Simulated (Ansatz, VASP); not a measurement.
**InSb in VASP and in Ansatz**

File POSCAR:

```
InSb
1.0
    0.0000000000      3.0449757946      3.0449757946
    3.0449757946      0.0000000000      3.0449757946
    3.0449757946      3.0449757946      0.0000000000
In Sb
1 1
Direct
    0.0000000000      0.0000000000      0.0000000000
    0.5000000000      0.5000000000      0.5000000000
```

File INCAR.step1:

```
PREC = Accurate ; ENCUT = 520
ISMEAR = -1 ; SIGMA = 0.05
LREAL = F ; LASPH = T
NELM = 80 ; NBANDS = 16
GGA = PE ; ALGO = Normal
EDIFF = 1E-4 ; LWAVE = T
LCHARG = F
```

Contents of INCAR.step2:

```
PREC = Accurate ; ENCUT = 520
EDIFF = 1E-6 ; ISMEAR = -1
SIGMA = 0.05 ; LREAL = F
LASPH = T ; NELM = 80
ALGO = Normal ; ISIF = 2
LWAVE = F ; LCHARG = F
METAGGA = R2SCAN ; LMIXTAU = T
NBANDS = 16 ; ISTART = 1
```

The input KPOINTS:

```
Automatic mesh
0
Gamma
  12 12 12
```

Input for Ansatz:

```yaml
crystal:
  lattice:
    - [0.0, 3.0449757946, 3.0449757946]
    - [3.0449757946, 0.0, 3.0449757946]
    - [3.0449757946, 3.0449757946, 0.0]
  atoms:
    - { symbol: In, position: [0.0, 0.0, 0.0] }
    - { symbol: Sb, position: [0.5, 0.5, 0.5] }
kpoints:
  mp_grid: { grid: [12, 12, 12] }
  band_path:
    path:
      - [0.0, 0.0, 0.0]
      - [0.5, 0.0, 0.5]
      - [0.625, 0.25, 0.625]
      - [0.375, 0.375, 0.75]
      - [0.0, 0.0, 0.0]
      - [0.5, 0.5, 0.5]
      - [0.5, 0.25, 0.75]
      - [0.5, 0.0, 0.5]
    npoints: 8
scf:
  occupations: { method: fermi_dirac, width: 0.05 }
hamiltonian:
  xc: r2scan
  pseudopotentials: { kind: paw }
output:
  forces: true
  stress: true
  eigenvalues: true
  populations: true
  dos: { projected: true, de: 0.2, e_range: [-14, 8] }
  write_density: true
  write_potential: true
  elf: true
  volumetric_format: npy
```

Change from the starting cell: volume scaled by 1, PAW files.

Alike in both runs: task single point; functional r2SCAN; k mesh 12 × 12 × 12; occupations fermi-dirac, width 0.05 eV; no spin polarisation.

|  | VASP | Ansatz |
| --- | --- | --- |
| version | VASP 6.6.1 | Ansatz 0.2.0 |
| potentials or method | VASP PAW PBE potentials, release 64 (In_d, Sb) | PAW with Ansatz's default frozen-core files, scalar-relativistic |
| plane-wave cutoff (eV) | 520 | 500 |
| valence electrons in the cell | 18 | 28 |

```tsv
	VASP	Ansatz	Ansatz less VASP
pressure (GPa)	0.0	0.0	-0.04
```

VASP's potentials were made for PBE, not for r2SCAN. VASP's potentials hold 18 valence electrons a cell and Ansatz's 28, so a difference there can come from the potentials and not from the codes.

Spin-orbit coupling is off throughout.
